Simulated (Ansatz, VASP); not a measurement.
# CrHS2 in VASP and in Ansatz

Contents of POSCAR:

```
CrHS2
1.0
    3.8334107500      0.0000000000      0.0000000000
    0.0000000000      3.8334107500      0.0000000000
    0.0000000000      0.0000000000      7.6953781100
S H Cr
4 2 2
Direct
    0.7500000000      0.2500000000      0.5000000000
    0.2500000000      0.7500000000      0.5000000000
    0.2500000000      0.2500000000      0.1528000000
    0.7500000000      0.7500000000      0.8472000000
    0.2500000000      0.2500000000      0.8048000000
    0.7500000000      0.7500000000      0.1952000000
    0.2500000000      0.2500000000      0.4135000000
    0.7500000000      0.7500000000      0.5865000000
```

INCAR.step1

```
SYSTEM = CrHS2
PREC = Accurate
ENCUT = 520
ISMEAR = -1
SIGMA = 0.1
LREAL = .FALSE.
LASPH = .TRUE.
NELM = 150
ISPIN = 2
MAGMOM = 0.03 0.03 -0.11 -0.11 0.71 0.71 1.55 1.55
LMAXMIX = 4
NBANDS = 39
GGA = PE
ALGO = Normal
EDIFF = 1E-4
LWAVE = .TRUE.
LCHARG = .FALSE.
```

INCAR.step2

```
SYSTEM = CrHS2
PREC = Accurate
ENCUT = 520
EDIFF = 1E-7
ISMEAR = -1
SIGMA = 0.1
LREAL = .FALSE.
LASPH = .TRUE.
NELM = 150
ALGO = Normal
ISIF = 2
LWAVE = .FALSE.
LCHARG = .TRUE.
ISPIN = 2
MAGMOM = 0.03 0.03 -0.11 -0.11 0.71 0.71 1.55 1.55
LORBIT = 11
LMAXMIX = 4
METAGGA = R2SCAN
LMIXTAU = .TRUE.
LELF = .TRUE.
LVHAR = .TRUE.
NBANDS = 39
ISTART = 1
```

The input KPOINTS:

```
Automatic mesh
0
G
  6 6 3
  0 0 0
```

Input for Ansatz:

```yaml
crystal:
  lattice:
    - [3.83341075, 0.0, 0.0]
    - [0.0, 3.83341075, 0.0]
    - [0.0, 0.0, 7.69537811]
  atoms:
    - { symbol: S, position: [0.75, 0.25, 0.5] }
    - { symbol: S, position: [0.25, 0.75, 0.5] }
    - { symbol: S, position: [0.25, 0.25, 0.1528] }
    - { symbol: S, position: [0.75, 0.75, 0.8472] }
    - { symbol: H, position: [0.25, 0.25, 0.8048] }
    - { symbol: H, position: [0.75, 0.75, 0.1952] }
    - { symbol: Cr, position: [0.25, 0.25, 0.4135] }
    - { symbol: Cr, position: [0.75, 0.75, 0.5865] }
kpoints:
  mp_grid: { grid: [6, 6, 3], shift: [0, 0, 0] }
  band_path:
    path:
      - [0.0, 0.0, 0.0]
      - [0.0, 0.5, 0.0]
      - [0.5, 0.5, 0.0]
      - [0.0, 0.0, 0.0]
      - [0.0, 0.0, 0.5]
      - [0.0, 0.5, 0.5]
      - [0.5, 0.5, 0.5]
      - [0.0, 0.0, 0.5]
      - [0.0, 0.5, 0.0]
      - [0.0, 0.5, 0.5]
      - [0.5, 0.5, 0.0]
    npoints: 7
magnetization:
  spin_polarized: true
scf:
  occupations: { method: fermi_dirac }
  lower_state_search: "off"
  max_iter: 200
hamiltonian:
  pseudopotentials: { kind: paw }
  xc: r2scan
basis:
  ecutwfc: 500
  fft_grid_basis: typed
output:
  forces: true
  stress: true
  eigenvalues: true
  bader: true
  populations: true
  elf: true
  write_potential: true
  volumetric_format: npy
  dos:
    e_range: [-12, 8]
    de: 0.05
    projected: { site_lists: { Cr: [Cr], H: [H], S: [S] } }
checkpoint:
  read: saved_state
```

Alike in both runs: task single point; functional r2SCAN; k mesh 6 × 6 × 3; collinear spin.

```csv
,VASP,Ansatz
version,VASP 6.6.1,Ansatz 0.2.0
potentials or method,"VASP PAW PBE potentials, release 64 (S, H, Cr_pv), cutoff 520 eV",PAW plane waves
occupations,"fermi-dirac, width 0.1 eV",fermi-dirac
valence electrons in the cell,50,54
```

Ansatz gave:

| Item | Value |
| --- | --- |
| rms of the force components (eV/Å) | 1.327 |
| net moment per atom (μB) | 0.56 |
| size of the moment on the site where the two differ most (μB) | 0.65 |

**Question.** What did VASP give for the same quantities?

**Answer.** rms of the force components (eV/Å): 1.327; net moment per atom (μB): 0.56; size of the moment on the site where the two differ most (μB): 0.31.

VASP's potentials were made for PBE, not for r2SCAN. Site moments also hang on the region over which each program counts them. Atom by atom the forces differ by 0.009 eV/Å (rms over components). VASP's potentials hold 50 valence electrons a cell and Ansatz's 54, so a difference there can come from the potentials and not from the codes.
